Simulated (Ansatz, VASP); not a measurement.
Two plane-wave programs on Ir

File INCAR:

```
SYSTEM = Ir
PREC = Accurate
ENCUT = 520
EDIFF = 1E-7
ISMEAR = -1
SIGMA = 0.1
LREAL = .False.
LASPH = .True.
NELM = 80
ALGO = Normal
ISIF = 2
LWAVE = .False.
LCHARG = .False.
NBANDS = 10
```

KPOINTS

```
regular mesh
0
Gamma
  15 15 15
  0 0 0
```

Contents of POSCAR:

```
Ir
1.0
    2.3059163239      0.0000000000      0.0000000000
    0.0000000000      2.3059163239      0.0000000000
    0.0000000000      0.0000000000      2.3059163239
Ir
1
Direct
    0.0000000000      0.0000000000      0.0000000000
```

Input for Ansatz:

```yaml
crystal:
  lattice:
    - [2.3059163239, 0.0, 0.0]
    - [0.0, 2.3059163239, 0.0]
    - [0.0, 0.0, 2.3059163239]
  atoms:
    - { symbol: Ir, position: [0.0, 0.0, 0.0] }
kpoints:
  mp_grid: { grid: [15, 15, 15] }
scf:
  occupations: { method: fermi_dirac, width: 0.1 }
hamiltonian:
  xc: lda
  pseudopotentials: { kind: paw }
output:
  forces: true
  stress: true
  eigenvalues: true
  populations: true
```

Change from the starting cell: volume scaled by 0.76, PAW files.

Alike in both runs: task single point; functional LDA; k mesh 15 × 15 × 15; occupations fermi-dirac, width 0.1 eV; no spin polarisation.

|  | VASP | Ansatz |
| --- | --- | --- |
| version | VASP 6.6.1 | Ansatz 0.2.0 |
| potentials or method | VASP PAW LDA potentials, release 64 (Ir) | PAW with Ansatz's default frozen-core files, scalar-relativistic |
| plane-wave cutoff (eV) | 520 | 420 |
| valence electrons in the cell | 9 | 17 |

|  | VASP | Ansatz | Ansatz less VASP |
| --- | --- | --- | --- |
| pressure (GPa) | 156.4 | 154.0 | -2.34 |

LDA's correlation is that of Perdew and Zunger in VASP and of Perdew and Wang (1992) in Ansatz. Both programs put the cell under a high pressure, so it lies far from rest at this level. VASP's potentials hold 9 valence electrons a cell and Ansatz's 17, so a difference there can come from the potentials and not from the codes.

Spin-orbit coupling is off throughout. Noted on VASP's run: the cell as given lies far from equilibrium.
